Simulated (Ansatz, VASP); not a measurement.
Be2ZnSe3: VASP beside Ansatz

```
Be Zn Se
1.0
     7.13496    0.00000    0.00000
    -3.56748    6.17906    0.00000
     0.00000    0.00000    2.89129
Be Zn Se
2 1 3
Direct
  0.66667 0.33333 0.71692
  0.33333 0.66667 0.71692
  0.00000 0.00000 0.93582
  0.00000 0.50000 0.93344
  0.50000 0.00000 0.93344
  0.50000 0.50000 0.93344
```

Change from the starting cell: species swapped into the NaSn2Pd3 type (P6mm, No. 183).

Alike in both runs: functional PBE; k mesh 6 × 6 × 4; occupations gaussian, width 0.1 eV; no spin polarisation.

Ansatz relaxed the structure, and its values are those at the end. VASP's run is a single point on that final structure, the one shown.

|  | VASP | Ansatz |
| --- | --- | --- |
| version | VASP 6.6.1 | Ansatz 0.2.0 |
| potentials or method | VASP PAW PBE potentials, release 64 (Be, Zn, Se), cutoff 520 eV | scalar-relativistic, plane waves, PAW |
| valence electrons in the cell | 34 | 64 |

VASP gave:

| Property | Result |
| --- | --- |
| gap on the k mesh at the Fermi level (eV) | none |
| pressure (GPa) | 0.0 |
| rms of the force components (eV/Å) | 0.005 |

**Question.** What did Ansatz give for the same quantities?

**Answer.** gap on the k mesh at the Fermi level (eV): none; pressure (GPa): -0.1; rms of the force components (eV/Å): 0.001.

A gap of «none» marks a metal or a gap that the smearing closes. VASP's potentials hold 34 valence electrons a cell and Ansatz's 64, so a difference there can come from the potentials and not from the codes.

The k mesh is coarse, so the values compare programs but aren't converged.
